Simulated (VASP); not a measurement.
Al2Cu:

```
Al Cu
1.0
    -2.03034    2.03034    2.85109
     2.03034   -2.03034    2.85109
     2.03034    2.03034   -2.85109
Al Cu
2 1
Direct
  0.75000 0.25000 0.50000
  0.25000 0.75000 0.50000
  0.50000 0.50000 0.00000
```

```yaml
Program: VASP 6.6.1
Task: relaxation of cell and atoms
Functional: LDA
Potentials_or_basis: VASP PAW LDA potentials, release 64 (Al, Cu)
Cutoff: 600 eV
k_mesh: 14 × 14 × 14
Occupations: gaussian, width 0.1 eV
Spin: no spin polarisation
```

At the start: pressure -3.0 GPa; volume 15.67 Å³/atom.

**Question.** How do energy, volume and symmetry change on relaxing?

**Answer.** Over 11 steps the energy falls by 4.2 meV/atom and the volume is 15.24 Å³/atom (-2.8 %); space group Fm-3m (No. 225, to 0.1 Å) before and after.

The path:
| step | energy change (eV) | largest force (eV/Å) | pressure (GPa) | volume (Å³) |
| --- | --- | --- | --- | --- |
| 1 | 0.0000 | 0.0000 | -2.97 | 47.01 |
| 2 | -0.0091 | 0.0000 | 1.54 | 45.06 |
| 3 | -0.0123 | 0.0000 | -0.36 | 45.71 |
| 4 | -0.0122 | 0.0000 | 0.34 | 45.58 |
| 5 | -0.0123 | 0.0000 | 0.14 | 45.64 |
| 6 | -0.0123 | 0.0000 | 0.08 | 45.67 |
| 7 | -0.0125 | 0.0000 | 0.12 | 45.67 |
| 8 | -0.0125 | 0.0000 | 0.10 | 45.67 |
| 9 | -0.0125 | 0.0000 | 0.09 | 45.67 |
| 10 | -0.0125 | 0.0000 | -0.13 | 45.74 |
| 11 | -0.0125 | 0.0000 | 0.02 | 45.71 |

Final structure:
```cif
data_structure
_symmetry_space_group_name_H-M 'P 1'
_symmetry_Int_Tables_number 1
_cell_length_a 4.0135
_cell_length_b 4.0135
_cell_length_c 4.0135
_cell_angle_alpha 120.001
_cell_angle_beta 120.001
_cell_angle_gamma 89.999
_cell_volume 45.71
loop_
_atom_site_label
_atom_site_type_symbol
_atom_site_fract_x
_atom_site_fract_y
_atom_site_fract_z
_atom_site_occupancy
Al1 Al 0.75000 0.25000 0.50000 1
Al2 Al 0.25000 0.75000 0.50000 1
Cu1 Cu 0.50000 0.50000 0.00000 1
```
